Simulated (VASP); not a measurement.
Write the native input for VASP 6.6.1 that does the following.

- Task: single point
- Functional: PBE
- Potentials or basis: VASP PAW PBE potentials, release 64 (Si, Ni)
- Cutoff: 520 eV
- k mesh: 14 × 14 × 14
- Occupations: gaussian, width 0.1 eV
- Spin: no spin polarisation
- Dipole correction: no
- Further INCAR settings: ALGO = Normal; EDIFF = 1e-07; NBANDS = 16; ISYM = 0

The structure of Si2Ni lies in POSCAR:

```
Si2Ni
1.0
    0.0000000000      2.7234320615      2.7234320615
    2.7234320615      0.0000000000      2.7234320615
    2.7234320615      2.7234320615      0.0000000000
Si Ni
2 1
Direct
    0.2500000000      0.2500000000      0.2500000000
    0.7500000000      0.7500000000      0.7500000000
    0.0000000000      0.0000000000      0.0000000000
```

The input as run:

INCAR

```
SYSTEM = Si2Ni
PREC = Accurate
ENCUT = 520
EDIFF = 1E-7
ISMEAR = 0
SIGMA = 0.1
LREAL = .FALSE.
LASPH = .TRUE.
NELM = 100
ALGO = Normal
ISIF = 2
LWAVE = .FALSE.
LCHARG = .FALSE.
GGA = PE
ISYM = 0
NBANDS = 16
```

KPOINTS

```
Automatic mesh
0
G
  14 14 14
  0 0 0
```

Potentials or basis: VASP PAW PBE potentials, release 64 (Si, Ni).

Command:

```console
$ cat potpaw_PBE.64/Si/POTCAR potpaw_PBE.64/Ni/POTCAR > POTCAR
$ mpirun -np 1 vasp_std > vasp.out
```

It gave:

```
Pressure               : 0.0 GPa
Band gap on the k mesh : zero (bands 9 and 10 overlap by 2.14 eV)
```

Run time: 9.5 min on 1 thread of Intel(R) Xeon(R) 6975P-C (Granite Rapids), on a shared host, peak memory 0.89 GiB.
